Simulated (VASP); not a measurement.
# ZrN (Fm-3m) in VASP: a series of runs

ZrN is run at these levels: PBEsol; tasks: single point.

All numbers are computed with VASP 6.6.1; they aren't measurements. Logs are shortened: lines on timing, memory, paths and dates and some standing lists are left out, and cuts for length are marked.

### Step 1. The cell of the first run

Symmetry: Fm-3m, No. 225, cubic system. Conventional cell: a = 4.646 Å, b = 4.646 Å, c = 4.646 Å, α = 90.00°, β = 90.00°, γ = 90.00°. Zr (site symmetry m-3m) has 6 N at 2.32 Å within 3.1 Å. N (site symmetry m-3m) has 6 Zr at 2.32 Å within 3.1 Å.

### Step 2. Single point, PBEsol

INCAR reads:

```
SYSTEM = ZrN
PREC = Accurate
ENCUT = 600
EDIFF = 1E-6
ISMEAR = -1
SIGMA = 0.1
LREAL = .FALSE.
LASPH = .TRUE.
NELM = 120
ALGO = Normal
ISIF = 2
LWAVE = .FALSE.
LCHARG = .TRUE.
GGA = PS
LELF = .TRUE.
LVHAR = .TRUE.
NBANDS = 16
GGA_COMPAT = .FALSE.
```

KPOINTS reads:

```
regular mesh
0
G
  11 11 11
  0 0 0
```

POSCAR reads:

```
ZrN
1.0
    0.0000000000      2.3227737583      2.3227737583
    2.3227737583      0.0000000000      2.3227737583
    2.3227737583      2.3227737583      0.0000000000
Zr N
1 1
Direct
    0.5000000000      0.5000000000      0.5000000000
    0.0000000000      0.0000000000      0.0000000000
```

Potentials or basis: VASP PAW PBE potentials, release 64 (Zr_sv, N).

Launch:

```bash
cat potpaw_PBE.64/Zr_sv/POTCAR potpaw_PBE.64/N/POTCAR > POTCAR
mpirun -np 1 vasp_std > vasp.out
```

OUTCAR:

```text
SYSTEM = ZrN
   PREC = Accurate
   ENCUT = 600
   EDIFF = 1E-6
   ISMEAR = -1
   LREAL = .FALSE.
   LASPH = .TRUE.
   NELM = 120
   ISIF = 2
   GGA = PS

 ion  position               nearest neighbor table
   1  0.500  0.500  0.500-   2 2.32   2 2.32   2 2.32   2 2.32   2 2.32   2 2.32
   2  0.000  0.000  0.000-   1 2.32   1 2.32   1 2.32   1 2.32   1 2.32   1 2.32

  LATTYP: Found a face centered cubic cell.
 ALAT       =     4.6455475166

  Lattice vectors:

 A1 = (   0.0000000000,   2.3227737583,   2.3227737583)
 A2 = (   2.3227737583,   0.0000000000,   2.3227737583)
 A3 = (   2.3227737583,   2.3227737583,   0.0000000000)

Analysis of symmetry for initial positions (statically):
=====================================================================
 Subroutine PRICEL returns:
 Original cell was already a primitive cell.

 Routine SETGRP: Setting up the symmetry group for a
 face centered cubic supercell.

 Subroutine GETGRP returns: Found 48 space group operations
 (whereof 48 operations were pure point group operations)
 out of a pool of 48 trial point group operations.

The static configuration has the point symmetry O_h .

Analysis of symmetry for dynamics (positions and initial velocities):
=====================================================================
 Subroutine PRICEL returns:
 Original cell was already a primitive cell.

 Routine SETGRP: Setting up the symmetry group for a
 face centered cubic supercell.

 Subroutine GETGRP returns: Found 48 space group operations
 (whereof 48 operations were pure point group operations)
 out of a pool of 48 trial point group operations.

The dynamic configuration has the point symmetry O_h .

 Subroutine INISYM returns: Found 48 space group operations
 (whereof 48 operations are pure point group operations),
 and found     1 'primitive' translations

----------------------------------------------------------------------------------------

                                     Primitive cell

  volume of cell :      25.0640

  direct lattice vectors                    reciprocal lattice vectors
     0.000000000  2.322773758  2.322773758    -0.215259880  0.215259880  0.215259880
     2.322773758  0.000000000  2.322773758     0.215259880 -0.215259880  0.215259880
     2.322773758  2.322773758  0.000000000     0.215259880  0.215259880 -0.215259880

  length of vectors
     3.284898151  3.284898151  3.284898151     0.372841049  0.372841049  0.372841049

  position of ions in fractional coordinates (direct lattice)
     0.500000000  0.500000000  0.500000000
     0.000000000  0.000000000  0.000000000

  ion indices of the primitive-cell ions
   primitive index   ion index
                 1           1
                 2           2

----------------------------------------------------------------------------------------

 KPOINTS: regular mesh

Automatic generation of k-mesh.
 Grid dimensions read from file:
 generate k-points for:   11   11   11

 Generating k-lattice:

  Cartesian coordinates                     Fractional coordinates (reciprocal lattice)
    -0.019569080  0.019569080  0.019569080     0.090909091  0.000000000  0.000000000
     0.019569080 -0.019569080  0.019569080     0.000000000  0.090909091  0.000000000
     0.019569080  0.019569080 -0.019569080     0.000000000  0.000000000  0.090909091

  Length of vectors
     0.033894641  0.033894641  0.033894641

  Shift w.r.t. Gamma in fractional coordinates (k-lattice)
     0.000000000  0.000000000  0.000000000

 Subroutine IBZKPT returns following result:
 ===========================================

 Found     56 irreducible k-points:

 Following reciprocal coordinates:
            Coordinates               Weight
  0.000000  0.000000  0.000000      1.000000
  0.090909  0.000000  0.000000      8.000000
  0.181818  0.000000  0.000000      8.000000
  0.272727  0.000000  0.000000      8.000000
  0.363636  0.000000  0.000000      8.000000
  0.454545  0.000000  0.000000      8.000000
[... 16 lines left out ...]
 -0.272727  0.181818  0.000000     24.000000
 -0.181818  0.181818  0.000000     12.000000
 [... further k-points ...]
   k-points           NKPTS =     56   k-points in BZ     NKDIM =     56   number of bands    NBANDS=     16
   number of dos      NEDOS =    301   number of ions     NIONS =      2
   total plane-waves  NPLWV =  21952
   dimension x,y,z NGX =    28 NGY =   28 NGZ =   28
   dimension x,y,z NGXF=    56 NGYF=   56 NGZF=   56
   ions per type =               1   1
   NGX,Y,Z   is equivalent  to a cutoff of  14.17, 14.17, 14.17 a.u.
   NGXF,Y,Z  is equivalent  to a cutoff of  28.34, 28.34, 28.34 a.u.
 SYSTEM =  ZrN
   PREC   = accura    normal or accurate (medium, high low for compatibility)
   ISTART =      0    job   : 0-new  1-cont  2-samecut
   ICHARG =      2    charge: 1-file 2-atom 10-const
   ISPIN  =      1    spin polarized calculation?
   LNONCOLLINEAR =      F non collinear calculations
   LSORBIT =      F    spin-orbit coupling
   LASPH  =      T    aspherical Exc in radial PAW
   ENCUT  =  600.0 eV  44.10 Ry    6.64 a.u.   6.56  6.56  6.56*2*pi/ulx,y,z
   NELM   =    120;   NELMIN=  2; NELMDL= -5     # of ELM steps
   EDIFF  = 0.1E-05   stopping-criterion for ELM
   LREAL  =      F    real-space projection
[... 7 lines left out ...]
   TEBEG  =    0.0;   TEEND  =   0.0 temperature during run
   PSTRESS=    0.0 pullay stress
   NELECT =      17.0000    total number of electrons
   NUPDOWN=      -1.0000    fix difference up-down
   EMIN   =  10.00;   EMAX   =-10.00  energy-range for DOS
   EFERMI =   0.00;   METHOD = LEGACY
   ISMEAR =    -1;   SIGMA  =   0.10  broadening in eV -4-tet -1-fermi 0-gaus
   EFERMI_NEDOS =   21; number of points for ismear=-14 and -15
   IALGO  =     38    algorithm
   IMIX   =      4    mixing-type and parameters
     AMIX     =   0.40;   BMIX     =  1.00
     AMIX_MAG =   1.60;   BMIX_MAG =  1.00
  volume/ion in A,a.u.               =      12.53        84.57
  Fermi-wavevector in a.u.,A,eV,Ry     =   1.438382  2.718148 28.149674  2.068943
  Thomas-Fermi vector in A             =   2.557355
   LORBIT       =      0    0 simple, 1 ext, 2 COOP (PROOUT), +10 PAW based schemes
   GGA     = PS    functional components
   LHFCALC =     F    Hartree Fock is set to
   AEXX    =    0.0000 exact exchange contribution
   IVDW    =     0    specifies the selected vdW correction
   LEPSILON=     F    determine dielectric tensor
   LRPA    =     F    only Hartree local field effects (RPA)
 non-spin polarized calculation
  energy-cutoff  :      600.00
  volume of cell :       25.06
 maximum number of plane-waves:       869
   NGX = 13   NGY = 13   NGZ = 13

 number of electron      17.0000000 magnetization

 Free energy of the ion-electron system (eV)
  ---------------------------------------------------
  ext. energy  EPLUGINS =         0.00000000
  ---------------------------------------------------
  free energy    TOTEN  =       -21.49612009 eV

  energy without entropy =      -21.47065115  energy(sigma->0) =      -21.48338562

 E-fermi :  11.2807     XC(G=0): -12.4749

 val. band max:       11.2784990351   @ k =   0.4545   0.1818   0.0000
 cond. band min:      11.3868649795   @ k =  -0.4545   0.2727   0.0909
 fundamental gap:      0.1083659444
 Fermi energy:        11.2807337857

 k-point     1 :       0.0000    0.0000    0.0000
  band No.  band energies     occupation
      1     -38.2411      2.00000
      2     -15.9270      2.00000
      3     -15.9270      2.00000
      4     -15.9270      2.00000
      5      -4.7155      2.00000
      6       8.7392      2.00000
[... 8 lines left out ...]
     15      20.3786      0.00000
     16      33.1292      0.00000

 k-point     2 :       0.0909    0.0000    0.0000
  band No.  band energies     occupation
      1     -38.2317      2.00000
      2     -16.0164      2.00000
      3     -15.9339      2.00000
      4     -15.9339      2.00000
      5      -4.5611      2.00000
      6       8.0685      2.00000
[... 8 lines left out ...]
     15      20.9072      0.00000
     16      31.3911      0.00000

 k-point     3 :       0.1818    0.0000    0.0000
  band No.  band energies     occupation
      1     -38.2063      2.00000
      2     -16.2480      2.00000
      3     -15.9522      2.00000
      4     -15.9522      2.00000
      5      -4.1447      2.00000
      6       6.7859      2.00000
[... 8 lines left out ...]
     15      22.1986      0.00000
     16      29.1243      0.00000

 k-point     4 :       0.2727    0.0000    0.0000
  band No.  band energies     occupation
      1     -38.1728      2.00000
      2     -16.5356      2.00000
      3     -15.9762      2.00000
      4     -15.9762      2.00000
      5      -3.5864      2.00000
      6       5.5080      2.00000
[... 8 lines left out ...]
     15      23.2217      0.00000
     16      27.2577      0.00000

 k-point     5 :       0.3636    0.0000    0.0000
  band No.  band energies     occupation
      1     -38.1418      2.00000
      2     -16.7863      2.00000
      3     -15.9979      2.00000
      4     -15.9979      2.00000
      5      -3.0442      2.00000
      6       4.4872      2.00000
[... 8 lines left out ...]
     15      23.2966      0.00000
     16      24.9626      0.00000

 k-point     6 :       0.4545    0.0000    0.0000
  band No.  band energies     occupation
      1     -38.1232      2.00000
      2     -16.9299      2.00000
      3     -16.0107      2.00000
      4     -16.0107      2.00000
      5      -2.6979      2.00000
      6       3.9054      2.00000
[... 8 lines left out ...]
     15      23.4634      0.00000
     16      23.4634      0.00000
[... 267 lines left out ...]
 k-point    21 :      -0.4545    0.1818    0.0000
  band No.  band energies     occupation
      1     -38.1064      2.00000
      2     -16.8267      2.00000
      3     -16.2015      2.00000
      4     -16.0696      2.00000
      5      -3.0484      2.00000
      6       4.5802      2.00000
[... 8 lines left out ...]
     15      22.4731      0.00000
     16      23.9639      0.00000

 k-point    22 :      -0.3636    0.1818    0.0000
  band No.  band energies     occupation
      1     -38.1125      2.00000
      2     -16.7865      2.00000
      3     -16.2262      2.00000
      4     -16.0345      2.00000
      5      -3.0401      2.00000
      6       4.5270      2.00000
[... 8 lines left out ...]
     15      22.8118      0.00000
     16      23.4421      0.00000

 k-point    23 :      -0.2727    0.1818    0.0000
  band No.  band energies     occupation
      1     -38.1331      2.00000
      2     -16.6620      2.00000
      3     -16.2059      2.00000
      4     -15.9937      2.00000
      5      -3.2235      2.00000
      6       4.7954      2.00000
[... 8 lines left out ...]
     15      23.3413      0.00000
     16      23.8362      0.00000

 k-point    24 :      -0.1818    0.1818    0.0000
  band No.  band energies     occupation
      1     -38.1616      2.00000
      2     -16.5028      2.00000
      3     -16.1318      2.00000
      4     -15.9600      2.00000
      5      -3.5455      2.00000
      6       5.3562      2.00000
[... 8 lines left out ...]
     15      23.7274      0.00000
     16      24.7449      0.00000

 [... further k-points ...]

------------------------ aborting loop because EDIFF is reached ----------------------------------------

  FORCE on cell =-STRESS in cart. coord.  units (eV):
  Direction    XX          YY          ZZ          XY          YZ          ZX
  --------------------------------------------------------------------------------------
  -------------------------------------------------------------------------------------
  Total       -2.1964763     -2.1964763     -2.1964763      0.0000000      0.0000000     -0.0000000
  in kB     -140.4062288   -140.4062288   -140.4062288      0.0000000      0.0000000     -0.0000000
  external PRESSURE =    -140.4062288 kB  Pullay stress =       0.0000000 kB

 VOLUME and BASIS-vectors are now :
 -----------------------------------------------------------------------------
  energy-cutoff  :      600.00
  volume of cell :       25.06
      direct lattice vectors                 reciprocal lattice vectors
     0.000000000  2.322773758  2.322773758    -0.215259880  0.215259880  0.215259880
     2.322773758  0.000000000  2.322773758     0.215259880 -0.215259880  0.215259880
     2.322773758  2.322773758  0.000000000     0.215259880  0.215259880 -0.215259880

 POSITION                                       TOTAL-FORCE (eV/Angst)
 -----------------------------------------------------------------------------------
      2.32277      2.32277      2.32277        -0.000000      0.000000     -0.000000
      0.00000      0.00000      0.00000         0.000000     -0.000000      0.000000
 -----------------------------------------------------------------------------------
    total drift:                                0.000000      0.000000      0.000000

  FREE ENERGIE OF THE ION-ELECTRON SYSTEM (eV)
  ---------------------------------------------------
  free  energy   TOTEN  =       -21.4961200860 eV

  energy  without entropy=      -21.4706511495  energy(sigma->0) =      -21.48338562
```

Run time: 27 s. Hardware: 1 thread of Intel Xeon 8259CL, shared host; peak memory 0.17 GiB.

Results:

```yaml
Free_energy: -21.4961 eV
Pressure: -14.0 GPa
Band_gap_on_the_k_mesh: zero (an odd number of electrons rules out a gap without spin polarisation)
```

Caveat: the cell stands under tension; the PAW data sets were made with another functional, which shifts forces and pressure a little; an odd number of electrons without spin polarisation forces a metal; a magnetic or distorted state may lie lower.

### Step 3. Single point, PBEsol

This run uses another cell than the first one, of 12.90 Å³/atom.

INCAR reads:

```
SYSTEM = ZrN
ALGO = Normal
EDIFF = 1E-6
ENCUT = 600
GGA = PS
GGA_COMPAT = .FALSE.
ISIF = 2
ISMEAR = -1
LASPH = .TRUE.
LCHARG = .FALSE.
LREAL = .FALSE.
LWAVE = .FALSE.
NBANDS = 16
NELM = 120
PREC = Accurate
SIGMA = 0.1
```

KPOINTS reads:

```
k-points
0
G
  11 11 11
  0 0 0
```

POSCAR reads:

```
ZrN
1.0
    0.0000000000      2.3451094916      2.3451094916
    2.3451094916      0.0000000000      2.3451094916
    2.3451094916      2.3451094916      0.0000000000
Zr N
1 1
Direct
    0.5000000000      0.5000000000      0.5000000000
    0.0000000000      0.0000000000      0.0000000000
```

Potentials or basis: VASP PAW PBE potentials, release 64 (Zr_sv, N).

Launch:

```bash
cat potpaw_PBE.64/Zr_sv/POTCAR potpaw_PBE.64/N/POTCAR > POTCAR
mpirun -np 1 vasp_std > vasp.out
```

It took 26 s on 1 thread of Intel Xeon 8259CL, shared host; peak memory 0.17 GiB.

Results (log left out):

```
Free energy            : -21.4203 eV
Pressure               : -19.6 GPa
Band gap on the k mesh : zero (an odd number of electrons rules out a gap without spin polarisation)
```

Levels at points of the mesh, in eV from the Fermi level:
| k point | band 6 | band 7 | band 8 | band 9 | band 10 | band 11 | band 12 | band 13 |
| --- | --- | --- | --- | --- | --- | --- | --- | --- |
| (0.00, 0.00, 0.00) | -2.50 | -2.50 | -2.50 | -0.36 | -0.36 | -0.36 | 1.46 | 1.46 |

Caveat: the cell stands under tension; the PAW data sets were made with another functional, which shifts forces and pressure a little; an odd number of electrons without spin polarisation forces a metal; a magnetic or distorted state may lie lower.

The gap in the log of VASP goes by the Fermi energy; the results here count the filled bands.